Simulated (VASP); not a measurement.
Runs of VASP 6.6.1 on NaH. The structure is that of space group Fm-3m (No. 225), or close to it. The cells are those of the table. 

```csv
task,cell,cutoff (eV),gap on the mesh (eV),pressure (GPa)
single point,"a = 3.352 Å, angles 60.0°, 2 atoms",520,3.87,0.8
electric field gradients,"a = 3.409 Å, angles 58.7°, 2 atoms",520,3.64,0.3
electric field gradients,"a = 3.352 Å, angles 60.0°, 2 atoms",520,3.87,0.8
electric field gradients,"a = 3.397 Å, angles 60.0°, 2 atoms",520,3.80,-0.2
single point,"a = 3.419 Å, angles 60.0°, 2 atoms",520,3.76,-0.6
electric field gradients,"a = 3.375 Å, angles 60.0°, 2 atoms",520,3.83,0.3
electric field gradients,"a = 3.419 Å, angles 60.0°, 2 atoms",520,3.76,-0.6
single point,"a = 3.367, b = 3.367, c = 3.392 Å, angles 59.8, 59.8, 60.5°, 2 atoms",520,3.82,0.3
single point,"a = 3.397 Å, angles 60.0°, 2 atoms",520,3.80,-0.2
electric field gradients,"a = 3.329 Å, angles 60.0°, 2 atoms",400,(a),0.9
single point,"a = 3.409 Å, angles 58.7°, 2 atoms",520,3.64,0.3
single point,"a = 3.375 Å, angles 60.0°, 2 atoms",520,3.83,0.3
```

Alike in all rows: level PBEsol; potentials or basis VASP PAW PBE potentials, release 64 (Na_pv, H); no spin polarisation; k mesh 11 × 11 × 11; smearing fermi-dirac 0.02 eV.

Q: Estimate the missing entries.

A: (a) 3.90.

Caveats: the PAW data sets were made with another functional, which shifts forces and pressure a little.

A k mesh can miss the band edges.
